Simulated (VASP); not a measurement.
# SnTe (F-43m) in VASP: notebook

The runs below take SnTe through single point, with LDA.

Program: VASP 6.6.1. These are calculated values, not measurements. Logs are shortened: lines on timing, memory, paths and dates and some standing lists are left out, and cuts for length are marked.

## Step 1: The cell of the first run

It takes space group F-43m (No. 216, cubic). The conventional cell has a = 7.270 Å, b = 7.270 Å, c = 7.270 Å, α = 90.00°, β = 90.00°, γ = 90.00°. Within 4.1 Å of Te (site symmetry -43m) lie 4 Sn at 3.15 Å. Sn (site symmetry -43m) has 4 Te at 3.15 Å within 4.1 Å.

## Step 2: Single point, LDA

Input file INCAR:

```
SYSTEM = SnTe
ALGO = Normal
EDIFF = 1E-7
ENCUT = 520
ISIF = 2
ISMEAR = -1
LASPH = .True.
LCHARG = .False.
LREAL = .False.
LWAVE = .False.
NBANDS = 17
NELM = 80
PREC = Accurate
SIGMA = 0.05
```

Input file KPOINTS:

```
k-points
0
Gamma
  6 6 6
  0 0 0
```

Input file POSCAR:

```
SnTe
1.0
    0.0000000000      3.6350615711      3.6350615711
    3.6350615711      0.0000000000      3.6350615711
    3.6350615711      3.6350615711      0.0000000000
Te Sn
1 1
Direct
    0.2500000000      0.2500000000      0.2500000000
    0.0000000000      0.0000000000      0.0000000000
```

Potentials or basis: VASP PAW LDA potentials, release 64 (Te, Sn_d).

Started as:

```sh
> cat potpaw_LDA.64/Te/POTCAR potpaw_LDA.64/Sn_d/POTCAR > POTCAR
> mpirun -np 1 vasp_std > vasp.out
```

OUTCAR:

```text
SYSTEM = SnTe
   EDIFF = 1E-7
   ENCUT = 520
   ISIF = 2
   ISMEAR = -1
   LASPH = .True.
   LREAL = .False.
   NELM = 80
   PREC = Accurate

 ion  position               nearest neighbor table
   1  0.250  0.250  0.250-   2 3.15   2 3.15   2 3.15   2 3.15
   2  0.000  0.000  0.000-   1 3.15   1 3.15   1 3.15   1 3.15

  LATTYP: Found a face centered cubic cell.
 ALAT       =     7.2701231422

  Lattice vectors:

 A1 = (   0.0000000000,   3.6350615711,   3.6350615711)
 A2 = (   3.6350615711,   0.0000000000,   3.6350615711)
 A3 = (   3.6350615711,   3.6350615711,   0.0000000000)

Analysis of symmetry for initial positions (statically):
=====================================================================
 Subroutine PRICEL returns:
 Original cell was already a primitive cell.

 Routine SETGRP: Setting up the symmetry group for a
 face centered cubic supercell.

 Subroutine GETGRP returns: Found 24 space group operations
 (whereof 24 operations were pure point group operations)
 out of a pool of 48 trial point group operations.

The static configuration has the point symmetry T_d .

Analysis of symmetry for dynamics (positions and initial velocities):
=====================================================================
 Subroutine PRICEL returns:
 Original cell was already a primitive cell.

 Routine SETGRP: Setting up the symmetry group for a
 face centered cubic supercell.

 Subroutine GETGRP returns: Found 24 space group operations
 (whereof 24 operations were pure point group operations)
 out of a pool of 48 trial point group operations.

The dynamic configuration has the point symmetry T_d .

 Subroutine INISYM returns: Found 24 space group operations
 (whereof 24 operations are pure point group operations),
 and found     1 'primitive' translations

----------------------------------------------------------------------------------------

                                     Primitive cell

  volume of cell :      96.0650

  direct lattice vectors                    reciprocal lattice vectors
     0.000000000  3.635061571  3.635061571    -0.137549252  0.137549252  0.137549252
     3.635061571  0.000000000  3.635061571     0.137549252 -0.137549252  0.137549252
     3.635061571  3.635061571  0.000000000     0.137549252  0.137549252 -0.137549252

  length of vectors
     5.140753374  5.140753374  5.140753374     0.238242293  0.238242293  0.238242293

  position of ions in fractional coordinates (direct lattice)
     0.250000000  0.250000000  0.250000000
     0.000000000  0.000000000  0.000000000

  ion indices of the primitive-cell ions
   primitive index   ion index
                 1           1
                 2           2

----------------------------------------------------------------------------------------

 KPOINTS: k-points

Automatic generation of k-mesh.
 Grid dimensions read from file:
 generate k-points for:    6    6    6

 Generating k-lattice:

  Cartesian coordinates                     Fractional coordinates (reciprocal lattice)
    -0.022924875  0.022924875  0.022924875     0.166666667  0.000000000  0.000000000
     0.022924875 -0.022924875  0.022924875     0.000000000  0.166666667  0.000000000
     0.022924875  0.022924875 -0.022924875     0.000000000  0.000000000  0.166666667

  Length of vectors
     0.039707049  0.039707049  0.039707049

  Shift w.r.t. Gamma in fractional coordinates (k-lattice)
     0.000000000  0.000000000  0.000000000

 Subroutine IBZKPT returns following result:
 ===========================================

 Found     16 irreducible k-points:

 Following reciprocal coordinates:
            Coordinates               Weight
  0.000000  0.000000  0.000000      1.000000
  0.166667  0.000000  0.000000      8.000000
  0.333333  0.000000  0.000000      8.000000
  0.500000  0.000000  0.000000      4.000000
  0.166667  0.166667  0.000000      6.000000
  0.333333  0.166667  0.000000     24.000000
[... 8 lines left out ...]
 -0.333333  0.333333  0.166667     24.000000
 -0.333333  0.500000  0.166667     12.000000
   k-points           NKPTS =     16   k-points in BZ     NKDIM =     16   number of bands    NBANDS=     17
   number of dos      NEDOS =    301   number of ions     NIONS =      2
   total plane-waves  NPLWV =  64000
   dimension x,y,z NGX =    40 NGY =   40 NGZ =   40
   dimension x,y,z NGXF=    80 NGYF=   80 NGZF=   80
   ions per type =               1   1
   NGX,Y,Z   is equivalent  to a cutoff of  12.94, 12.94, 12.94 a.u.
   NGXF,Y,Z  is equivalent  to a cutoff of  25.87, 25.87, 25.87 a.u.
 SYSTEM =  SnTe
   PREC   = accura    normal or accurate (medium, high low for compatibility)
   ISTART =      0    job   : 0-new  1-cont  2-samecut
   ICHARG =      2    charge: 1-file 2-atom 10-const
   ISPIN  =      1    spin polarized calculation?
   LNONCOLLINEAR =      F non collinear calculations
   LSORBIT =      F    spin-orbit coupling
   LASPH  =      T    aspherical Exc in radial PAW
   ENCUT  =  520.0 eV  38.22 Ry    6.18 a.u.   9.56  9.56  9.56*2*pi/ulx,y,z
   NELM   =     80;   NELMIN=  2; NELMDL= -5     # of ELM steps
   EDIFF  = 0.1E-06   stopping-criterion for ELM
   LREAL  =      F    real-space projection
   EDIFFG = 0.1E-05   stopping-criterion for IOM
   NSW    =      0    number of steps for IOM
   IBRION =     -1    ionic relax: 0-MD 1-quasi-New 2-CG
   NFREE  =      0    steps in history (QN), initial steepest desc. (CG)
   ISIF   =      2    stress and relaxation
   ISYM   =      2    0-nonsym 1-usesym 2-fastsym
   POTIM  = 0.5000    time-step for ionic-motion
   TEBEG  =    0.0;   TEEND  =   0.0 temperature during run
   PSTRESS=    0.0 pullay stress
   NELECT =      20.0000    total number of electrons
   NUPDOWN=      -1.0000    fix difference up-down
   EMIN   =  10.00;   EMAX   =-10.00  energy-range for DOS
   EFERMI =   0.00;   METHOD = LEGACY
   ISMEAR =    -1;   SIGMA  =   0.05  broadening in eV -4-tet -1-fermi 0-gaus
   EFERMI_NEDOS =   21; number of points for ismear=-14 and -15
   IALGO  =     38    algorithm
   IMIX   =      4    mixing-type and parameters
     AMIX     =   0.40;   BMIX     =  1.00
     AMIX_MAG =   1.60;   BMIX_MAG =  1.00
  volume/ion in A,a.u.               =      48.03       324.14
  Fermi-wavevector in a.u.,A,eV,Ry     =   0.970278  1.833560 12.809073  0.941440
  Thomas-Fermi vector in A             =   2.100400
   LORBIT       =      0    0 simple, 1 ext, 2 COOP (PROOUT), +10 PAW based schemes
   GGA     = CA    functional components
   LHFCALC =     F    Hartree Fock is set to
   AEXX    =    0.0000 exact exchange contribution
   IVDW    =     0    specifies the selected vdW correction
   LEPSILON=     F    determine dielectric tensor
   LRPA    =     F    only Hartree local field effects (RPA)
 non-spin polarized calculation
  energy-cutoff  :      520.00
  volume of cell :       96.07
 maximum number of plane-waves:      2637
 NGX is ok and might be reduce to    40
   NGX = 19   NGY = 19   NGZ = 19

 number of electron      19.9999993 magnetization

 Free energy of the ion-electron system (eV)
  ---------------------------------------------------
  ext. energy  EPLUGINS =         0.00000000
  ---------------------------------------------------
  free energy    TOTEN  =        -7.96772943 eV

  energy without entropy =       -7.96577882  energy(sigma->0) =       -7.96675413

 E-fermi :   2.7160     XC(G=0):  -7.7302

 val. band max:        2.5640284411   @ k =  -0.3333   0.5000   0.1667
 cond. band min:       2.8017604603   @ k =   0.5000   0.5000   0.0000
 fundamental gap:      0.2377320193
 Fermi energy:         2.7160379863

 k-point     1 :       0.0000    0.0000    0.0000
  band No.  band energies     occupation
      1     -18.9489      2.00000
      2     -18.9489      2.00000
      3     -18.9489      2.00000
      4     -18.9397      2.00000
      5     -18.9397      2.00000
      6      -8.7067      2.00000
[... 9 lines left out ...]
     16       9.1946      0.00000
     17      10.2296      0.00000

 k-point     2 :       0.1667    0.0000    0.0000
  band No.  band energies     occupation
      1     -18.9492      2.00000
      2     -18.9486      2.00000
      3     -18.9486      2.00000
      4     -18.9397      2.00000
      5     -18.9397      2.00000
      6      -8.5969      2.00000
[... 9 lines left out ...]
     16       8.6646      0.00000
     17       9.7315      0.00000

 k-point     3 :       0.3333    0.0000    0.0000
  band No.  band energies     occupation
      1     -18.9498      2.00000
      2     -18.9480      2.00000
      3     -18.9480      2.00000
      4     -18.9396      2.00000
      5     -18.9396      2.00000
      6      -8.3435      2.00000
[... 9 lines left out ...]
     16       8.7836      0.00000
     17       9.8820      0.00000

 k-point     4 :       0.5000    0.0000    0.0000
  band No.  band energies     occupation
      1     -18.9501      2.00000
      2     -18.9477      2.00000
      3     -18.9477      2.00000
      4     -18.9395      2.00000
      5     -18.9395      2.00000
      6      -8.1931      2.00000
[... 9 lines left out ...]
     16       9.5583      0.00000
     17       9.5583      0.00000
[... 183 lines left out ...]
      1     -18.9507      2.00000
      2     -18.9474      2.00000
      3     -18.9470      2.00000
      4     -18.9399      2.00000
      5     -18.9393      2.00000
      6      -8.1519      2.00000
[... 9 lines left out ...]
     16       9.9630      0.00000
     17      10.9720      0.00000

 k-point    15 :      -0.3333    0.3333    0.1667
  band No.  band energies     occupation
      1     -18.9507      2.00000
      2     -18.9475      2.00000
      3     -18.9467      2.00000
      4     -18.9399      2.00000
      5     -18.9393      2.00000
      6      -8.0402      2.00000
[... 9 lines left out ...]
     16       9.8093      0.00000
     17      10.8235      0.00000

 k-point    16 :      -0.3333    0.5000    0.1667
  band No.  band energies     occupation
      1     -18.9513      2.00000
      2     -18.9471      2.00000
      3     -18.9464      2.00000
      4     -18.9401      2.00000
      5     -18.9391      2.00000
      6      -7.9843      2.00000
[... 9 lines left out ...]
     16      10.5590      0.00000
     17      10.5754      0.00000

------------------------ aborting loop because EDIFF is reached ----------------------------------------

  FORCE on cell =-STRESS in cart. coord.  units (eV):
  Direction    XX          YY          ZZ          XY          YZ          ZX
  --------------------------------------------------------------------------------------
  -------------------------------------------------------------------------------------
  Total       -1.5275220     -1.5275220     -1.5275220      0.0000000      0.0000000      0.0000000
  in kB      -25.4760889    -25.4760889    -25.4760889      0.0000000      0.0000000      0.0000000
  external PRESSURE =     -25.4760889 kB  Pullay stress =       0.0000000 kB

 VOLUME and BASIS-vectors are now :
 -----------------------------------------------------------------------------
  energy-cutoff  :      520.00
  volume of cell :       96.07
      direct lattice vectors                 reciprocal lattice vectors
     0.000000000  3.635061571  3.635061571    -0.137549252  0.137549252  0.137549252
     3.635061571  0.000000000  3.635061571     0.137549252 -0.137549252  0.137549252
     3.635061571  3.635061571  0.000000000     0.137549252  0.137549252 -0.137549252

 POSITION                                       TOTAL-FORCE (eV/Angst)
 -----------------------------------------------------------------------------------
      1.81753      1.81753      1.81753        -0.000000     -0.000000     -0.000000
      0.00000      0.00000      0.00000         0.000000      0.000000      0.000000
 -----------------------------------------------------------------------------------
    total drift:                               -0.000000     -0.000000     -0.000000

  FREE ENERGIE OF THE ION-ELECTRON SYSTEM (eV)
  ---------------------------------------------------
  free  energy   TOTEN  =        -7.9677294348 eV

  energy  without entropy=       -7.9657788233  energy(sigma->0) =       -7.96675413
```

Wall time 24 s (1 thread of Intel Xeon 6975P-C (Granite Rapids), shared host); peak memory 0.19 GiB.

Results:

* Free energy: -7.9677 eV
* Pressure: -2.5 GPa
* Band gap on the k mesh: 0.24 eV, indirect (least direct gap 0.74 eV)

Caveat: spin-orbit coupling is left out, which moves the levels of the heavy elements. A k mesh can miss the band edges.

## Step 3: Single point, LDA

This run uses another cell than the first one, of 48.97 Å³/atom, 1.020 times its volume.

Input file INCAR:

```
PREC = Accurate ; ENCUT = 520
EDIFF = 1E-6 ; ISMEAR = -1
SIGMA = 0.05 ; LREAL = False
LASPH = True ; NELM = 100
ALGO = Normal ; ISIF = 2
LWAVE = False ; LCHARG = False
GGA = CA ; NBANDS = 17
```

Input file KPOINTS:

```
Automatic mesh
0
Gamma
  6 6 6
```

Input file POSCAR:

```
SnTe
1.0
    0.0000000000      3.6586665285      3.6586665285
    3.6586665285      0.0000000000      3.6586665285
    3.6586665285      3.6586665285      0.0000000000
Te Sn
1 1
Direct
    0.2500000000      0.2500000000      0.2500000000
    0.0000000000      0.0000000000      0.0000000000
```

Potentials or basis: VASP PAW LDA potentials, release 64 (Te, Sn_d).

Started as:

```sh
> cat potpaw_LDA.64/Te/POTCAR potpaw_LDA.64/Sn_d/POTCAR > POTCAR
> mpirun -np 1 vasp_std > vasp.out
```

Run time: 20 s. Hardware: 1 thread of Intel Xeon 6975P-C (Granite Rapids), shared host; peak memory 0.19 GiB.

It converged, with:

```yaml
Free_energy: -7.9360 eV
Pressure: -2.9 GPa
Band_gap_on_the_k_mesh: 0.28 eV, indirect (least direct gap 0.76 eV)
```

Levels at points of the mesh, in eV from the valence-band top:
| k point | band 8 | band 9 | band 10 | band 11 | band 12 | band 13 |
| --- | --- | --- | --- | --- | --- | --- |
| (0.00, 0.00, 0.00) | -1.61 | -1.61 | -1.61 | 1.20 | 1.20 | 1.20 |
| (0.50, 0.00, 0.00) | -2.12 | -2.12 | -1.84 | 1.97 | 1.97 | 3.37 |
| (0.50, 0.50, 0.00) | -2.75 | -2.75 | -0.48 | 0.28 | 3.88 | 3.88 |

Caveat: spin-orbit coupling is left out, which moves the levels of the heavy elements. A k mesh can miss the band edges.
